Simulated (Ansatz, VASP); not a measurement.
## ZnS: VASP beside Ansatz

INCAR

```
ALGO = Normal
EDIFF = 1E-6
ENCUT = 500
GGA = RP
GGA_COMPAT = F
ISIF = 2
ISMEAR = 0
LASPH = T
LCHARG = F
LREAL = F
LWAVE = F
NBANDS = 16
NELM = 120
PREC = Accurate
SIGMA = 0.1
```

Contents of KPOINTS:

```
k-points
0
Gamma
  6 6 6
```

Contents of POSCAR:

```
ZnS
1.0
    0.0000000000      2.6936828800      2.6936828800
    2.6936828800      0.0000000000      2.6936828800
    2.6936828800      2.6936828800      0.0000000000
Zn S
1 1
Direct
    0.0000000000      0.0000000000      0.0000000000
    0.7500000000      0.7500000000      0.7500000000
```

Input for Ansatz:

```yaml
crystal:
  lattice:
    - [0.0, 2.69368288, 2.69368288]
    - [2.69368288, 0.0, 2.69368288]
    - [2.69368288, 2.69368288, 0.0]
  atoms:
    - { symbol: Zn, position: [0.0, 0.0, 0.0] }
    - { symbol: S, position: [0.75, 0.75, 0.75] }
basis:
  ecutwfc: 420
kpoints:
  mp_grid: { grid: [6, 6, 6] }
hamiltonian:
  xc: rpbe
  pseudopotentials: { kind: paw, azcp: { folder: soft_1 } }
scf:
  occupations: { method: gaussian, width: 0.1 }
output:
  forces: true
  stress: true
  eigenvalues: true
```

Alike in both runs: task single point; functional RPBE; k mesh 6 × 6 × 6; occupations gaussian, width 0.1 eV; no spin polarisation.

```csv
,VASP,Ansatz
version,VASP 6.6.1,Ansatz 0.2.0
potentials or method,"VASP PAW PBE potentials, release 64 (Zn, S), cutoff 500 eV","scalar-relativistic, plane waves, PAW"
valence electrons in the cell,18,18
```

Ansatz gave:

* gap on the k mesh at the Fermi level (eV): 2.32
* least direct gap on the mesh (eV): 2.32
* pressure (GPa): 5.0

Task: What did VASP give for the same quantities?

Result: gap on the k mesh at the Fermi level (eV): 2.32; least direct gap on the mesh (eV): 2.32; pressure (GPa): 5.1.

VASP's potentials were made for PBE, not for RPBE. With one functional, cell and mesh, what is left measures potentials, basis and numerics.
